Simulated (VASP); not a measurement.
# KCl in VASP: further runs

KCl is run at these levels: PBE, r2SCAN; tasks: single point.

Program: VASP 6.6.1. These are calculated values, not measurements. Logs are shortened: lines on timing, memory, paths and dates and some standing lists are left out, and cuts for length are marked.

## 1. The cell of the first run

It takes space group Cmmm (No. 65, orthorhombic). Conventional cell: a = 5.311 Å, b = 5.356 Å, c = 3.771 Å, α = 90.00°, β = 90.00°, γ = 90.00°. Within 4.3 Å of K (site symmetry mmm) lie 8 Cl at 3.26 to 3.28 Å and 6 K at 3.77 Å. Cl (site symmetry mmm) has 8 K at 3.26 to 3.28 Å and 6 Cl at 3.77 Å within 4.3 Å.

## 2. Single point, PBE (shear xy strain -0.9%)

Contents of INCAR:

```
PREC = Accurate
ENCUT = 520
EDIFF = 1E-7
ISMEAR = -1
SIGMA = 0.02
LREAL = F
LASPH = T
NELM = 100
ALGO = Normal
ISIF = 2
LWAVE = F
LCHARG = T
GGA = PE
LELF = T
LVHAR = T
NBANDS = 15
```

Contents of KPOINTS:

```
Automatic mesh
0
Gamma
  8 8 8
```

Contents of POSCAR:

```
KCl
1.0
    3.7711682906     -0.0160274652      0.0000000000
   -0.0160274652      3.7711682906      0.0000000000
    0.0000000000      0.0000000000      3.7711682906
K Cl
1 1
Direct
    0.0000000000      0.0000000000      0.0000000000
    0.5000000000      0.5000000000      0.5000000000
```

Potentials or basis: VASP PAW PBE potentials, release 64 (K_sv, Cl).

Started as:

```console
$ cat potpaw_PBE.64/K_sv/POTCAR potpaw_PBE.64/Cl/POTCAR > POTCAR
$ mpirun -np 1 vasp_std > vasp.out
```

OUTCAR:

```text
PREC = Accurate
   ENCUT = 520
   EDIFF = 1E-7
   ISMEAR = -1
   LREAL = F
   LASPH = T
   NELM = 100
   ISIF = 2
   GGA = PE

 ion  position               nearest neighbor table
   1  0.000  0.000  0.000-
   2  0.500  0.500  0.500-

  LATTYP: Found a base centered orthorhombic cell.
 ALAT       =     5.3105710839
 B/A-ratio  =     1.0085362792
 C/A-ratio  =     0.7101248116

  Lattice vectors:

 A1 = (   3.7711682906,  -0.0160274652,   0.0000000000)
 A2 = (  -0.0160274652,   3.7711682906,   0.0000000000)
 A3 = (   0.0000000000,   0.0000000000,   3.7711682906)

Analysis of symmetry for initial positions (statically):
=====================================================================
 Subroutine PRICEL returns:
 Original cell was already a primitive cell.

 Routine SETGRP: Setting up the symmetry group for a
 base centered orthorhombic supercell.

 Subroutine GETGRP returns: Found  8 space group operations
 (whereof  8 operations were pure point group operations)
 out of a pool of  8 trial point group operations.

The static configuration has the point symmetry D_2h.

Analysis of symmetry for dynamics (positions and initial velocities):
=====================================================================
 Subroutine PRICEL returns:
 Original cell was already a primitive cell.

 Routine SETGRP: Setting up the symmetry group for a
 base centered orthorhombic supercell.

 Subroutine GETGRP returns: Found  8 space group operations
 (whereof  8 operations were pure point group operations)
 out of a pool of  8 trial point group operations.

The dynamic configuration has the point symmetry D_2h.

 Subroutine INISYM returns: Found  8 space group operations
 (whereof  8 operations are pure point group operations),
 and found     1 'primitive' translations

----------------------------------------------------------------------------------------

                                     Primitive cell

  volume of cell :      53.6315

  direct lattice vectors                    reciprocal lattice vectors
     3.771168291 -0.016027465  0.000000000     0.265174605  0.001126992  0.000000000
    -0.016027465  3.771168291  0.000000000     0.001126992  0.265174605  0.000000000
     0.000000000  0.000000000  3.771168291     0.000000000  0.000000000  0.265169816

  length of vectors
     3.771202349  3.771202349  3.771168291     0.265177000  0.265177000  0.265169816

  position of ions in fractional coordinates (direct lattice)
     0.000000000  0.000000000  0.000000000
     0.500000000  0.500000000  0.500000000

  ion indices of the primitive-cell ions
   primitive index   ion index
                 1           1
                 2           2

----------------------------------------------------------------------------------------

 KPOINTS: Automatic mesh

Automatic generation of k-mesh.
 Grid dimensions read from file:
 generate k-points for:    8    8    8

 Generating k-lattice:

  Cartesian coordinates                     Fractional coordinates (reciprocal lattice)
     0.033146826  0.000140874  0.000000000     0.125000000 -0.000000000  0.000000000
     0.000140874  0.033146826  0.000000000    -0.000000000  0.125000000  0.000000000
     0.000000000  0.000000000  0.033146227     0.000000000  0.000000000  0.125000000

  Length of vectors
     0.033147125  0.033147125  0.033146227

  Shift w.r.t. Gamma in fractional coordinates (k-lattice)
     0.000000000  0.000000000  0.000000000

 Subroutine IBZKPT returns following result:
 ===========================================

 Found    105 irreducible k-points:

 Following reciprocal coordinates:
            Coordinates               Weight
  0.000000  0.000000  0.000000      1.000000
  0.125000  0.000000  0.000000      4.000000
  0.250000  0.000000  0.000000      4.000000
  0.375000  0.000000  0.000000      4.000000
  0.500000  0.000000  0.000000      2.000000
  0.125000  0.125000  0.000000      2.000000
[... 16 lines left out ...]
  0.125000  0.000000  0.125000      8.000000
  0.250000  0.000000  0.125000      8.000000
 [... further k-points ...]
   k-points           NKPTS =    105   k-points in BZ     NKDIM =    105   number of bands    NBANDS=     15
   number of dos      NEDOS =    301   number of ions     NIONS =      2
   total plane-waves  NPLWV =  21952
   dimension x,y,z NGX =    28 NGY =   28 NGZ =   28
   dimension x,y,z NGXF=    56 NGYF=   56 NGZF=   56
   ions per type =               1   1
   NGX,Y,Z   is equivalent  to a cutoff of  12.34, 12.34, 12.34 a.u.
   NGXF,Y,Z  is equivalent  to a cutoff of  24.69, 24.69, 24.69 a.u.
 SYSTEM =  unknown system
   PREC   = accura    normal or accurate (medium, high low for compatibility)
   ISTART =      0    job   : 0-new  1-cont  2-samecut
   ICHARG =      2    charge: 1-file 2-atom 10-const
   ISPIN  =      1    spin polarized calculation?
   LNONCOLLINEAR =      F non collinear calculations
   LSORBIT =      F    spin-orbit coupling
[... 26 lines left out ...]
  Thomas-Fermi vector in A             =   2.230187
   LORBIT       =      0    0 simple, 1 ext, 2 COOP (PROOUT), +10 PAW based schemes
   GGA     = PE    functional components
   LHFCALC =     F    Hartree Fock is set to
   AEXX    =    0.0000 exact exchange contribution
   IVDW    =     0    specifies the selected vdW correction
   LEPSILON=     F    determine dielectric tensor
   LRPA    =     F    only Hartree local field effects (RPA)
 non-spin polarized calculation
  energy-cutoff  :      520.00
  volume of cell :       53.63
 maximum number of plane-waves:      1472
   NGX = 15   NGY = 15   NGZ = 15

 number of electron      16.0000004 magnetization

 Free energy of the ion-electron system (eV)
  ---------------------------------------------------
  ext. energy  EPLUGINS =         0.00000000
  ---------------------------------------------------
  free energy    TOTEN  =        -6.64508615 eV

  energy without entropy =       -6.64508615  energy(sigma->0) =       -6.64508615

 E-fermi :  -0.1133     XC(G=0):  -8.3059

 val. band max:       -0.5623146907   @ k =   0.5000   0.5000   0.0000
 cond. band min:       4.4669149033   @ k =   0.0000   0.0000   0.0000
 fundamental gap:      5.0292295941
 Fermi energy:        -0.1133305562

 k-point     1 :       0.0000    0.0000    0.0000
  band No.  band energies     occupation
      1     -28.5337      2.00000
      2     -13.2325      2.00000
      3     -11.9096      2.00000
      4     -11.9093      2.00000
      5     -11.9090      2.00000
      6      -0.7800      2.00000
      7      -0.7756      2.00000
      8      -0.7711      2.00000
      9       4.4669      0.00000
     10       5.9586      0.00000
     11       5.9591      0.00000
     12      10.1979      0.00000
     13      10.2218      0.00000
     14      10.2483      0.00000
     15      13.2674      0.00000

 k-point     2 :       0.1250    0.0000    0.0000
  band No.  band energies     occupation
      1     -28.5302      2.00000
      2     -13.2594      2.00000
      3     -11.9040      2.00000
      4     -11.9039      2.00000
      5     -11.8888      2.00000
      6      -1.0916      2.00000
      7      -0.7784      2.00000
      8      -0.7783      2.00000
      9       4.8462      0.00000
     10       6.0916      0.00000
     11       6.3024      0.00000
     12      10.1598      0.00000
     13      10.1616      0.00000
     14      10.3043      0.00000
     15      12.6495      0.00000

 k-point     3 :       0.2500    0.0000    0.0000
  band No.  band energies     occupation
      1     -28.5217      2.00000
      2     -13.3260      2.00000
      3     -11.8911      2.00000
      4     -11.8908      2.00000
      5     -11.8346      2.00000
      6      -1.7299      2.00000
      7      -0.7857      2.00000
      8      -0.7856      2.00000
      9       5.7235      0.00000
     10       6.4744      0.00000
     11       7.1358      0.00000
     12      10.0698      0.00000
     13      10.0706      0.00000
     14      10.5093      0.00000
     15      11.3954      0.00000
[... 343 lines left out ...]
 k-point    23 :       0.1250    0.0000    0.1250
  band No.  band energies     occupation
      1     -28.5267      2.00000
      2     -13.2715      2.00000
      3     -11.9481      2.00000
      4     -11.8987      2.00000
      5     -11.8383      2.00000
      6      -1.1637      2.00000
      7      -0.9799      2.00000
      8      -0.7759      2.00000
      9       5.1779      0.00000
     10       6.3095      0.00000
     11       6.5297      0.00000
     12       9.8860      0.00000
     13      10.0447      0.00000
     14      10.5445      0.00000
     15      12.6794      0.00000

 k-point    24 :       0.2500    0.0000    0.1250
  band No.  band energies     occupation
      1     -28.5184      2.00000
      2     -13.3067      2.00000
      3     -11.9629      2.00000
      4     -11.8863      2.00000
      5     -11.7993      2.00000
      6      -1.6954      2.00000
      7      -1.0082      2.00000
      8      -0.7708      2.00000
      9       5.9413      0.00000
     10       6.6609      0.00000
     11       7.2958      0.00000
     12       9.6580      0.00000
     13       9.8321      0.00000
     14      10.6473      0.00000
     15      11.8279      0.00000

 [... further k-points ...]
[... 5 lines left out ...]
  --------------------------------------------------------------------------------------
  -------------------------------------------------------------------------------------
  Total        0.3673715      0.3673715      0.3675357      0.0201640      0.0000000      0.0000000
  in kB       10.9747885     10.9747885     10.9796944      0.6023759      0.0000000      0.0000000
  external PRESSURE =      10.9764238 kB  Pullay stress =       0.0000000 kB

 VOLUME and BASIS-vectors are now :
 -----------------------------------------------------------------------------
  energy-cutoff  :      520.00
  volume of cell :       53.63
      direct lattice vectors                 reciprocal lattice vectors
     3.771168291 -0.016027465  0.000000000     0.265174605  0.001126992  0.000000000
    -0.016027465  3.771168291  0.000000000     0.001126992  0.265174605  0.000000000
     0.000000000  0.000000000  3.771168291     0.000000000  0.000000000  0.265169816

 POSITION                                       TOTAL-FORCE (eV/Angst)
 -----------------------------------------------------------------------------------
      0.00000      0.00000      0.00000         0.000000      0.000000      0.000000
      1.87757      1.87757      1.88558        -0.000000      0.000000      0.000000
 -----------------------------------------------------------------------------------
    total drift:                               -0.000000      0.000000      0.000000

  FREE ENERGIE OF THE ION-ELECTRON SYSTEM (eV)
  ---------------------------------------------------
  free  energy   TOTEN  =        -6.6450861499 eV

  energy  without entropy=       -6.6450861499  energy(sigma->0) =       -6.64508615
```

It took 25 s on 1 thread of Intel Xeon 6975P-C (Granite Rapids), shared host; peak memory 0.21 GiB.

What came out:

| Property | Result |
| --- | --- |
| Free energy | -6.6451 eV |
| Pressure | 1.1 GPa |
| Band gap on the k mesh | 5.03 eV, indirect (least direct gap 5.24 eV) |

Stress tensor (GPa, compression positive):
```
1.10 0.06 0.00
0.06 1.10 0.00
0.00 0.00 1.10
```

Caveat: the cell differs from its parent crystal (shear xy strain -0.9%). A k mesh can miss the band edges.

## 3. Single point, r2SCAN (uniaxial z strain +5.7%)

Contents of POSCAR:

```
KCl
1.0
    3.7711682906      0.0000000000      0.0000000000
    0.0000000000      3.7711682906      0.0000000000
    0.0000000000      0.0000000000      3.9872562336
K Cl
1 1
Direct
    0.0000000000      0.0000000000      0.0000000000
    0.5000000000      0.5000000000      0.5000000000
```

Contents of INCAR.step1:

```
SYSTEM = KCl
ALGO = Normal
EDIFF = 1E-4
ENCUT = 520
GGA = PE
ISMEAR = 0
LASPH = .TRUE.
LCHARG = .FALSE.
LREAL = .FALSE.
LWAVE = .TRUE.
NBANDS = 15
NELM = 60
PREC = Accurate
SIGMA = 0.01
```

Contents of INCAR.step2:

```
SYSTEM = KCl
ALGO = Normal
EDIFF = 1E-7
ENCUT = 520
ISIF = 2
ISMEAR = 0
ISTART = 1
LASPH = .TRUE.
LCHARG = .TRUE.
LELF = .TRUE.
LMIXTAU = .TRUE.
LREAL = .FALSE.
LVHAR = .TRUE.
LWAVE = .FALSE.
METAGGA = R2SCAN
NBANDS = 15
NELM = 60
PREC = Accurate
SIGMA = 0.01
```

Contents of KPOINTS:

```
k-points
0
G
  8 8 8
  0 0 0
```

Potentials or basis: VASP PAW PBE potentials, release 64 (K_sv, Cl).

Started as:

```console
$ cat potpaw_PBE.64/K_sv/POTCAR potpaw_PBE.64/Cl/POTCAR > POTCAR
$ cp INCAR.step1 INCAR
$ mpirun -np 1 vasp_std > vasp.out
$ cp INCAR.step2 INCAR
$ mpirun -np 1 vasp_std > vasp.out
```

It took 82 s on 1 thread of Intel Xeon 6975P-C (Granite Rapids), shared host; peak memory 0.2 GiB.

The run converged. Its results:

```
Free energy            : -16.3807 eV
Pressure               : -1.2 GPa
Band gap on the k mesh : 5.41 eV, indirect (least direct gap 5.60 eV)
```

Stress tensor (GPa, compression positive):
```
-0.33  0.00  0.00
 0.00 -0.33  0.00
 0.00  0.00 -2.80
```

Levels at points of the mesh, in eV from the valence-band top:
```csv
k point,band 5,band 6,band 7,band 8,band 9,band 10,band 11,band 12
"(0.00, 0.00, 0.00)",-11.91,-0.49,-0.19,-0.19,5.41,6.96,7.16,11.24
"(0.50, 0.00, 0.00)",-11.82,-1.85,-0.49,-0.16,8.31,8.40,9.09,10.73
"(0.50, 0.50, 0.00)",-11.86,-1.29,-1.29,-0.24,6.83,7.59,9.25,9.25
"(0.00, 0.00, 0.50)",-11.73,-1.84,-0.22,-0.22,8.32,8.35,8.61,10.82
"(0.50, 0.00, 0.50)",-11.86,-1.37,-1.25,0.00,6.68,8.06,9.66,9.86
"(0.50, 0.50, 0.50)",-12.01,-1.43,-1.43,-1.35,9.27,9.45,9.45,10.25
```

Caveat: the cell differs from its parent crystal (uniaxial z strain +5.7%); the PAW data sets were made with another functional, which shifts forces and pressure a little. A k mesh can miss the band edges.

## 4. Single point, r2SCAN (epitaxial xy strain +4.4%)

Contents of POSCAR:

```
KCl
1.0
    3.9386081627      0.0000000000      0.0000000000
    0.0000000000      3.9386081627      0.0000000000
    0.0000000000      0.0000000000      3.7418194363
K Cl
1 1
Direct
    0.0000000000      0.0000000000      0.0000000000
    0.5000000000      0.5000000000      0.5000000000
```

Contents of INCAR.step1:

```
  PREC = Accurate
  ENCUT = 520
  ISMEAR = 0
  SIGMA = 0.01
  LREAL = False
  LASPH = True
  NELM = 80
  NBANDS = 15
  GGA = PE
  ALGO = Normal
  EDIFF = 1E-4
  LWAVE = True
  LCHARG = False
```

Contents of INCAR.step2:

```
  PREC = Accurate
  ENCUT = 520
  EDIFF = 1E-7
  ISMEAR = 0
  SIGMA = 0.01
  LREAL = False
  LASPH = True
  NELM = 80
  ALGO = Normal
  ISIF = 2
  LWAVE = False
  LCHARG = False
  METAGGA = R2SCAN
  LMIXTAU = True
  NBANDS = 15
  ISTART = 1
```

Contents of KPOINTS:

```
regular mesh
0
Gamma
  8 8 8
```

Started as:

```console
$ cat potpaw_PBE.64/K_sv/POTCAR potpaw_PBE.64/Cl/POTCAR > POTCAR
$ cp INCAR.step1 INCAR
$ mpirun -np 1 vasp_std > vasp.out
$ cp INCAR.step2 INCAR
$ mpirun -np 1 vasp_std > vasp.out
```

Wall time 92 s (1 thread of Intel Xeon 6975P-C (Granite Rapids), shared host); peak memory 0.21 GiB.

The run converged. Its results:

```yaml
Free_energy: -16.3724 eV
Pressure: -1.5 GPa
Band_gap_on_the_k_mesh: 5.25 eV, indirect (least direct gap 5.42 eV)
```

Stress tensor (GPa, compression positive):
```
-2.27  0.00  0.00
 0.00 -2.27  0.00
 0.00  0.00 -0.05
```

Levels at points of the mesh, in eV from the valence-band top:
| k point | band 6 | band 7 | band 8 | band 9 | band 10 | band 11 |
| --- | --- | --- | --- | --- | --- | --- |
| (0.00, 0.00, 0.00) | -0.45 | -0.45 | -0.17 | 5.25 | 6.88 | 7.13 |
| (0.50, 0.00, 0.00) | -1.85 | -0.47 | -0.17 | 8.13 | 8.21 | 8.66 |
| (0.50, 0.50, 0.00) | -1.34 | -1.34 | 0.00 | 6.55 | 8.10 | 9.82 |
| (0.00, 0.00, 0.50) | -1.86 | -0.41 | -0.41 | 8.17 | 8.43 | 8.90 |
| (0.50, 0.00, 0.50) | -1.39 | -1.27 | -0.23 | 6.69 | 7.66 | 9.25 |
| (0.50, 0.50, 0.50) | -1.48 | -1.39 | -1.39 | 9.18 | 9.18 | 9.36 |

Caveat: the cell differs from its parent crystal (epitaxial xy strain +4.4%); the PAW data sets were made with another functional, which shifts forces and pressure a little. A k mesh can miss the band edges.

## 5. Single point, r2SCAN (shear xy strain -0.9%)

Contents of POSCAR:

```
KCl
1.0
    3.7711682906     -0.0160274652      0.0000000000
   -0.0160274652      3.7711682906      0.0000000000
    0.0000000000      0.0000000000      3.7711682906
K Cl
1 1
Direct
    0.0000000000      0.0000000000      0.0000000000
    0.5000000000      0.5000000000      0.5000000000
```

Contents of INCAR.step1:

```
  ALGO = Normal
  EDIFF = 1E-4
  ENCUT = 520
  GGA = PE
  ISMEAR = 0
  LASPH = True
  LCHARG = False
  LREAL = False
  LWAVE = True
  NBANDS = 15
  NELM = 100
  PREC = Accurate
  SIGMA = 0.01
```

Contents of INCAR.step2:

```
  ALGO = Normal
  EDIFF = 1E-7
  ENCUT = 520
  ISIF = 2
  ISMEAR = 0
  ISTART = 1
  LASPH = True
  LCHARG = False
  LMIXTAU = True
  LREAL = False
  LWAVE = False
  METAGGA = R2SCAN
  NBANDS = 15
  NELM = 100
  PREC = Accurate
  SIGMA = 0.01
```

Contents of KPOINTS:

```
k-points
0
Gamma
  8 8 8
```

Started as:

```console
$ cat potpaw_PBE.64/K_sv/POTCAR potpaw_PBE.64/Cl/POTCAR > POTCAR
$ cp INCAR.step1 INCAR
$ mpirun -np 1 vasp_std > vasp.out
$ cp INCAR.step2 INCAR
$ mpirun -np 1 vasp_std > vasp.out
```

It took 1.7 min on 1 thread of Intel Xeon 6975P-C (Granite Rapids), shared host; peak memory 0.21 GiB.

Results (log left out):

* Free energy: -16.4075 eV
* Pressure: 0.0 GPa
* Band gap on the k mesh: 5.81 eV, indirect (least direct gap 6.02 eV)

Stress tensor (GPa, compression positive):
```
-0.05  0.07  0.00
 0.07 -0.05  0.00
 0.00  0.00 -0.04
```

Levels at points of the mesh, in eV from the valence-band top:
| k point | band 5 | band 6 | band 7 | band 8 | band 9 | band 10 | band 11 | band 12 |
| --- | --- | --- | --- | --- | --- | --- | --- | --- |
| (0.00, 0.00, 0.00) | -11.69 | -0.22 | -0.22 | -0.21 | 5.81 | 7.09 | 7.09 | 11.58 |
| (0.50, 0.00, 0.00) | -11.56 | -1.90 | -0.23 | -0.23 | 8.56 | 8.73 | 9.32 | 10.84 |
| (0.50, 0.50, 0.00) | -11.63 | -1.31 | -1.29 | 0.00 | 6.86 | 8.08 | 9.72 | 9.73 |
| (0.00, 0.00, 0.50) | -11.56 | -1.90 | -0.25 | -0.22 | 8.56 | 8.73 | 9.32 | 10.84 |
| (0.50, 0.00, 0.50) | -11.63 | -1.30 | -1.30 | 0.00 | 6.86 | 8.08 | 9.73 | 9.73 |
| (0.50, 0.50, 0.50) | -11.88 | -1.46 | -1.45 | -1.45 | 9.62 | 9.67 | 9.72 | 10.92 |

Caveat: the cell differs from its parent crystal (shear xy strain -0.9%); the PAW data sets were made with another functional, which shifts forces and pressure a little. A k mesh can miss the band edges.

## 6. The runs side by side

```tsv
level	cell	smearing	gap on the mesh (eV)	pressure (GPa)
PBE	a = 3.771 Å, angles 90.0, 90.0, 90.5°, 2 atoms	fermi-dirac 0.02 eV	5.03	1.1
r2SCAN	a = 3.771, b = 3.771, c = 3.987 Å, 2 atoms	gaussian 0.01 eV	5.41	-1.2
r2SCAN	a = 3.939, b = 3.939, c = 3.742 Å, 2 atoms	gaussian 0.01 eV	5.25	-1.5
r2SCAN	a = 3.771 Å, angles 90.0, 90.0, 90.5°, 2 atoms	gaussian 0.01 eV	5.81	0.0
```

Alike in all rows: task single point; potentials or basis VASP PAW PBE potentials, release 64 (K_sv, Cl); no spin polarisation; k mesh 8 × 8 × 8; cutoff (eV) 520.

Caveats: the PAW data sets were made with another functional, which shifts forces and pressure a little (some runs).

Total energies depend on the potentials used, so only differences within one code and one set of settings carry meaning.
